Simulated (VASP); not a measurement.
# Mg (a cell with a defect) in VASP: notebook

Runs on Mg (a cell with a defect). Level: PBEsol. Tasks: single point.

Everything below comes from runs of VASP 6.6.1. Logs are shortened: lines on timing, memory, paths and dates and some standing lists are left out, and cuts for length are marked.

## (1) The cell of the first run

The cell holds a defect, 7 atoms: a = 5.115 Å, b = 5.115 Å, c = 5.115 Å, α = 109.47°, β = 109.47°, γ = 109.47°.

## (2) Single point, PBEsol

File INCAR:

```
SYSTEM = Mg
  PREC = Accurate
  ENCUT = 520
  EDIFF = 1E-6
  ISMEAR = 0
  SIGMA = 0.05
  LREAL = .False.
  LASPH = .True.
  NELM = 120
  ALGO = Normal
  ISIF = 2
  LWAVE = .False.
  LCHARG = .True.
  GGA = PS
  LELF = .True.
  LVHAR = .True.
  NBANDS = 16
  GGA_COMPAT = .False.
```

File KPOINTS:

```
Automatic mesh
0
Gamma
  3 3 3
  0 0 0
```

File POSCAR:

```
Mg
1.0
   -2.9530000000      2.9530000000      2.9530000000
    2.9530000000     -2.9530000000      2.9530000000
    2.9530000000      2.9530000000     -2.9530000000
Mg
7
Direct
    0.0000000000      0.0000000000      0.3789739248
   -0.0000001693      0.3789739248     -0.0000001693
    0.0000000000      0.5000000000      0.5000000000
    0.3789739248      0.0000000000      0.0000000000
    0.5000000000      0.0000000000      0.5000000000
    0.5000000000      0.5000000000      0.0000000000
    0.6210259059      0.6210257365      0.6210259059
```

Potentials or basis: VASP PAW PBE potentials, release 64 (Mg).

Command:

```
$ cat potpaw_PBE.64/Mg/POTCAR > POTCAR
$ mpirun -np 1 vasp_std > vasp.out
```

OUTCAR:

```text
SYSTEM = Mg
   PREC = Accurate
   ENCUT = 520
   EDIFF = 1E-6
   ISMEAR = 0
   LREAL = .False.
   LASPH = .True.
   NELM = 120
   ISIF = 2
   GGA = PS

 ion  position               nearest neighbor table
   1  0.000  0.000  0.379-   3 2.42   5 2.42   6 2.42   3 2.82   5 2.82   6 2.82   7 3.12   2 3.12
                             2 3.12   4 3.12   4 3.12   7 3.12   4 3.17   2 3.17   7 3.17
   2  1.000  0.379  1.000-   5 2.42   3 2.42   6 2.42   3 2.82   6 2.82   5 2.82   7 3.12   4 3.12
                             1 3.12   1 3.12   4 3.12   7 3.12   1 3.17   4 3.17   7 3.17
   3  0.000  0.500  0.500-   7 2.42   4 2.42   1 2.42   2 2.42   2 2.82   7 2.82   1 2.82   4 2.82
                             5 2.95   6 2.95   5 2.95   6 2.95
   4  0.379  0.000  0.000-   5 2.42   6 2.42   3 2.42   5 2.82   6 2.82   3 2.82   7 3.12   2 3.12
                             2 3.12   1 3.12   1 3.12   7 3.12   1 3.17   2 3.17   7 3.17
   5  0.500  0.000  0.500-   2 2.42   4 2.42   1 2.42   7 2.42   7 2.82   4 2.82   1 2.82   2 2.82
                             6 2.95   3 2.95   3 2.95   6 2.95
   6  0.500  0.500  0.000-   7 2.42   1 2.42   4 2.42   2 2.42   2 2.82   7 2.82   4 2.82   1 2.82
                             5 2.95   3 2.95   3 2.95   5 2.95
   7  0.621  0.621  0.621-   3 2.42   6 2.42   5 2.42   5 2.82   6 2.82   3 2.82   2 3.12   4 3.12
                             1 3.12   2 3.12   1 3.12   4 3.12   4 3.17   1 3.17   2 3.17

  LATTYP: Found a body centered cubic cell.
 ALAT       =     5.9060000000

  Lattice vectors:

 A1 = (  -2.9530000000,   2.9530000000,   2.9530000000)
 A2 = (   2.9530000000,  -2.9530000000,   2.9530000000)
 A3 = (   2.9530000000,   2.9530000000,  -2.9530000000)

Analysis of symmetry for initial positions (statically):
=====================================================================
 Subroutine PRICEL returns:
 Original cell was already a primitive cell.

 Routine SETGRP: Setting up the symmetry group for a
 body centered cubic supercell.

 Subroutine GETGRP returns: Found 24 space group operations
 (whereof 24 operations were pure point group operations)
 out of a pool of 48 trial point group operations.

The static configuration has the point symmetry T_d .

Analysis of symmetry for dynamics (positions and initial velocities):
=====================================================================
 Subroutine PRICEL returns:
 Original cell was already a primitive cell.

 Routine SETGRP: Setting up the symmetry group for a
 body centered cubic supercell.

 Subroutine GETGRP returns: Found 24 space group operations
 (whereof 24 operations were pure point group operations)
 out of a pool of 48 trial point group operations.

The dynamic configuration has the point symmetry T_d .

 Subroutine INISYM returns: Found 24 space group operations
 (whereof 24 operations are pure point group operations),
 and found     1 'primitive' translations

----------------------------------------------------------------------------------------

                                     Primitive cell

  volume of cell :     103.0031

  direct lattice vectors                    reciprocal lattice vectors
    -2.953000000  2.953000000  2.953000000     0.000000000  0.169319336  0.169319336
     2.953000000 -2.953000000  2.953000000     0.169319336  0.000000000  0.169319336
     2.953000000  2.953000000 -2.953000000     0.169319336  0.169319336  0.000000000

  length of vectors
     5.114746035  5.114746035  5.114746035     0.239453702  0.239453702  0.239453702

  position of ions in fractional coordinates (direct lattice)
     0.000000000  0.000000000  0.378973925
     0.999999831  0.378973925  0.999999831
     0.000000000  0.500000000  0.500000000
     0.378973925  0.000000000  0.000000000
     0.500000000  0.000000000  0.500000000
     0.500000000  0.500000000  0.000000000
     0.621025906  0.621025737  0.621025906

  ion indices of the primitive-cell ions
   primitive index   ion index
                 1           1
                 2           2
                 3           3
                 4           4
                 5           5
                 6           6
                 7           7

----------------------------------------------------------------------------------------

 KPOINTS: Automatic mesh

Automatic generation of k-mesh.
 Grid dimensions read from file:
 generate k-points for:    3    3    3

 Generating k-lattice:

  Cartesian coordinates                     Fractional coordinates (reciprocal lattice)
     0.000000000  0.056439779  0.056439779     0.333333333  0.000000000  0.000000000
     0.056439779  0.000000000  0.056439779     0.000000000  0.333333333  0.000000000
     0.056439779  0.056439779  0.000000000     0.000000000  0.000000000  0.333333333

  Length of vectors
     0.079817901  0.079817901  0.079817901

  Shift w.r.t. Gamma in fractional coordinates (k-lattice)
     0.000000000  0.000000000  0.000000000

 Subroutine IBZKPT returns following result:
 ===========================================

 Found      4 irreducible k-points:

 Following reciprocal coordinates:
            Coordinates               Weight
  0.000000  0.000000  0.000000      1.000000
  0.333333  0.000000  0.000000     12.000000
  0.333333  0.333333  0.000000      8.000000
 -0.333333  0.333333  0.333333      6.000000
   k-points           NKPTS =      4   k-points in BZ     NKDIM =      4   number of bands    NBANDS=     16
   number of dos      NEDOS =    301   number of ions     NIONS =      7
   total plane-waves  NPLWV =  64000
   dimension x,y,z NGX =    40 NGY =   40 NGZ =   40
   dimension x,y,z NGXF=    80 NGYF=   80 NGZF=   80
   ions per type =               7
   NGX,Y,Z   is equivalent  to a cutoff of  13.00, 13.00, 13.00 a.u.
   NGXF,Y,Z  is equivalent  to a cutoff of  26.00, 26.00, 26.00 a.u.
 SYSTEM =  Mg
   PREC   = accura    normal or accurate (medium, high low for compatibility)
   ISTART =      0    job   : 0-new  1-cont  2-samecut
   ICHARG =      2    charge: 1-file 2-atom 10-const
   ISPIN  =      1    spin polarized calculation?
   LNONCOLLINEAR =      F non collinear calculations
   LSORBIT =      F    spin-orbit coupling
   LASPH  =      T    aspherical Exc in radial PAW
   ENCUT  =  520.0 eV  38.22 Ry    6.18 a.u.   9.51  9.51  9.51*2*pi/ulx,y,z
   NELM   =    120;   NELMIN=  2; NELMDL= -5     # of ELM steps
   EDIFF  = 0.1E-05   stopping-criterion for ELM
   LREAL  =      F    real-space projection
   EDIFFG = 0.1E-04   stopping-criterion for IOM
   NSW    =      0    number of steps for IOM
   IBRION =     -1    ionic relax: 0-MD 1-quasi-New 2-CG
   NFREE  =      0    steps in history (QN), initial steepest desc. (CG)
   ISIF   =      2    stress and relaxation
   ISYM   =      2    0-nonsym 1-usesym 2-fastsym
   POTIM  = 0.5000    time-step for ionic-motion
   TEBEG  =    0.0;   TEEND  =   0.0 temperature during run
   PSTRESS=    0.0 pullay stress
   NELECT =      14.0000    total number of electrons
   NUPDOWN=      -1.0000    fix difference up-down
   EMIN   =  10.00;   EMAX   =-10.00  energy-range for DOS
   EFERMI =   0.00;   METHOD = LEGACY
   ISMEAR =     0;   SIGMA  =   0.05  broadening in eV -4-tet -1-fermi 0-gaus
   EFERMI_NEDOS =   21; number of points for ismear=-14 and -15
   IALGO  =     38    algorithm
   IMIX   =      4    mixing-type and parameters
     AMIX     =   0.40;   BMIX     =  1.00
     AMIX_MAG =   1.60;   BMIX_MAG =  1.00
  volume/ion in A,a.u.               =      14.71        99.30
  Fermi-wavevector in a.u.,A,eV,Ry     =   0.841720  1.590619  9.639615  0.708492
  Thomas-Fermi vector in A             =   1.956310
   LORBIT       =      0    0 simple, 1 ext, 2 COOP (PROOUT), +10 PAW based schemes
   GGA     = PS    functional components
   LHFCALC =     F    Hartree Fock is set to
   AEXX    =    0.0000 exact exchange contribution
   IVDW    =     0    specifies the selected vdW correction
   LEPSILON=     F    determine dielectric tensor
   LRPA    =     F    only Hartree local field effects (RPA)
 non-spin polarized calculation
 Gauss-broadening in eV      SIGMA  =   0.05
  energy-cutoff  :      520.00
  volume of cell :      103.00
 maximum number of plane-waves:      2782
 NGX is ok and might be reduce to    40
   NGX = 19   NGY = 19   NGZ = 19

 number of electron      14.0000000 magnetization

 Free energy of the ion-electron system (eV)
  ---------------------------------------------------
  ext. energy  EPLUGINS =         0.00000000
  ---------------------------------------------------
  free energy    TOTEN  =        -4.97168127 eV

  energy without entropy =       -4.97167639  energy(sigma->0) =       -4.97167883

 E-fermi :   5.5318     XC(G=0): -10.0473

 val. band max:        5.3976047533   @ k =   0.0000   0.0000   0.0000
 cond. band min:       5.6776089945   @ k =  -0.3333   0.3333   0.3333
 fundamental gap:      0.2800042412
 Fermi energy:         5.5317544999

 k-point     1 :       0.0000    0.0000    0.0000
  band No.  band energies     occupation
      1      -3.6812      2.00000
      2       3.6013      2.00000
      3       3.6013      2.00000
      4       3.6013      2.00000
      5       4.2028      2.00000
      6       4.2028      2.00000
[... 8 lines left out ...]
     15      10.8116      0.00000
     16      12.6500      0.00000

 k-point     2 :       0.3333    0.0000    0.0000
  band No.  band energies     occupation
      1      -2.7269      2.00000
      2       0.0593      2.00000
      3       2.4095      2.00000
      4       2.7110      2.00000
      5       2.7317      2.00000
      6       3.0565      2.00000
[... 8 lines left out ...]
     15      10.5831      0.00000
     16      12.7326      0.00000

 k-point     3 :       0.3333    0.3333    0.0000
  band No.  band energies     occupation
      1      -0.9784      2.00000
      2      -0.9784      2.00000
      3      -0.5864      2.00000
      4       1.8699      2.00000
      5       4.2417      2.00000
      6       4.2417      2.00000
[... 8 lines left out ...]
     15      10.6446      0.00000
     16      10.7041      0.00000

 k-point     4 :      -0.3333    0.3333    0.3333
  band No.  band energies     occupation
      1      -1.7900      2.00000
      2       0.7244      2.00000
      3       0.9514      2.00000
      4       0.9514      2.00000
      5       1.2690      2.00000
      6       3.5990      2.00000
[... 8 lines left out ...]
     15      11.4385      0.00000
     16      11.4385      0.00000

------------------------ aborting loop because EDIFF is reached ----------------------------------------

  FORCE on cell =-STRESS in cart. coord.  units (eV):
  Direction    XX          YY          ZZ          XY          YZ          ZX
  --------------------------------------------------------------------------------------
  -------------------------------------------------------------------------------------
  Total       26.8415118     26.8415118     26.8415118      0.0000000      0.0000000     -0.0000000
  in kB      417.5103274    417.5103274    417.5103274      0.0000000      0.0000000     -0.0000000
  external PRESSURE =     417.5103274 kB  Pullay stress =       0.0000000 kB

 VOLUME and BASIS-vectors are now :
 -----------------------------------------------------------------------------
  energy-cutoff  :      520.00
  volume of cell :      103.00
      direct lattice vectors                 reciprocal lattice vectors
    -2.953000000  2.953000000  2.953000000     0.000000000  0.169319336  0.169319336
     2.953000000 -2.953000000  2.953000000     0.169319336  0.000000000  0.169319336
     2.953000000  2.953000000 -2.953000000     0.169319336  0.169319336  0.000000000

 POSITION                                       TOTAL-FORCE (eV/Angst)
 -----------------------------------------------------------------------------------
      1.11911      1.11911     -1.11911        -0.013643     -0.013643      0.013643
      1.11911      4.78689      1.11911        -0.013643      0.013643     -0.013643
      2.95300      0.00000      0.00000         0.000000     -0.000000      0.000000
     -1.11911      1.11911      1.11911         0.013643     -0.013643     -0.013643
      0.00000      2.95300      0.00000         0.000000     -0.000000      0.000000
      0.00000      0.00000      2.95300         0.000000     -0.000000      0.000000
      1.83389      1.83389      1.83389         0.013643      0.013643      0.013643
 -----------------------------------------------------------------------------------
    total drift:                               -0.000013     -0.000007     -0.000013

  FREE ENERGIE OF THE ION-ELECTRON SYSTEM (eV)
  ---------------------------------------------------
  free  energy   TOTEN  =        -4.9716812652 eV

  energy  without entropy=       -4.9716763944  energy(sigma->0) =       -4.97167883
```

Wall time 12 s (1 thread of AMD EPYC 7R13 (Zen 3), shared host); peak memory 0.19 GiB.

Results:

```yaml
Free_energy: -4.9717 eV
Pressure: 41.8 GPa
Largest_force: 0.024 eV/Å
Band_gap_on_the_k_mesh: zero (bands 7 and 8 overlap by 0.61 eV)
```

Forces in eV/Å, atoms in the order of the input:
```
Mg  -0.014 -0.014  0.014
Mg  -0.014  0.014 -0.014
Mg   0.000  0.000  0.000
Mg   0.014 -0.014 -0.014
Mg   0.000  0.000  0.000
Mg   0.000  0.000  0.000
Mg   0.014  0.014  0.014
```

Levels at points of the mesh, in eV from the Fermi level:
```tsv
k point	band 3	band 4	band 5	band 6	band 7	band 8	band 9	band 10	band 11	band 12
(0.00, 0.00, 0.00)	-1.93	-1.93	-1.33	-1.33	-1.33	-0.47	-0.47	-0.32	-0.13	-0.13
```

Caveat: the k points lie up to 0.50 Å⁻¹ apart, too coarse for converged energies and pressures of a metal; the PAW data sets were made with another functional, which shifts forces and pressure a little.

## (3) Single point, PBEsol

File INCAR:

```
PREC = Accurate
ENCUT = 520
EDIFF = 1E-6
ISMEAR = 0
SIGMA = 0.05
LREAL = F
LASPH = T
NELM = 120
ALGO = Normal
ISIF = 2
LWAVE = F
LCHARG = F
GGA = PS
NBANDS = 16
GGA_COMPAT = F
```

File KPOINTS:

```
Automatic mesh
0
Gamma
  3 3 3
```

File POSCAR:

```
Mg
1.0
   -2.9530000000      2.9530000000      2.9530000000
    2.9530000000     -2.9530000000      2.9530000000
    2.9530000000      2.9530000000     -2.9530000000
Mg
7
Direct
    0.0000000000      0.0000000000      0.1230866915
    0.0000000000      0.5000000000      0.0000000000
    0.0000000000      0.6230866915      0.5000000000
    0.5000000000      0.0000000000      0.0000000000
    0.6230866915      0.0000000000      0.5000000000
    0.3769133085      0.3769133085     -0.1230866915
    0.5000000000      0.5000000000      0.5000000000
```

Potentials or basis: VASP PAW PBE potentials, release 64 (Mg).

Command:

```
$ cat potpaw_PBE.64/Mg/POTCAR > POTCAR
$ mpirun -np 1 vasp_std > vasp.out
```

It took 10 s on 1 thread of AMD EPYC 7R13 (Zen 3), shared host; peak memory 0.19 GiB.

The run converged. Its results:

| Quantity | Value |
| --- | --- |
| Free energy | -4.9721 eV |
| Pressure | 41.7 GPa |
| Largest force | 0.004 eV/Å |
| Band gap on the k mesh | zero (bands 7 and 8 overlap by 0.61 eV) |

Forces on the atoms (eV/Å):
```
Mg  -0.002 -0.002  0.002
Mg   0.000  0.000  0.000
Mg  -0.002  0.002 -0.002
Mg   0.000  0.000  0.000
Mg   0.002 -0.002 -0.002
Mg   0.002  0.002  0.002
Mg   0.000  0.000  0.000
```

Levels at points of the mesh, in eV from the Fermi level:
```csv
k point,band 4,band 5,band 6,band 7,band 8,band 9,band 10,band 11
"(0.00, 0.00, 0.00)",-1.92,-1.34,-1.34,-1.34,-0.47,-0.47,-0.36,-0.14
```

Caveat: the k points lie up to 0.50 Å⁻¹ apart, too coarse for converged energies and pressures of a metal; the PAW data sets were made with another functional, which shifts forces and pressure a little.
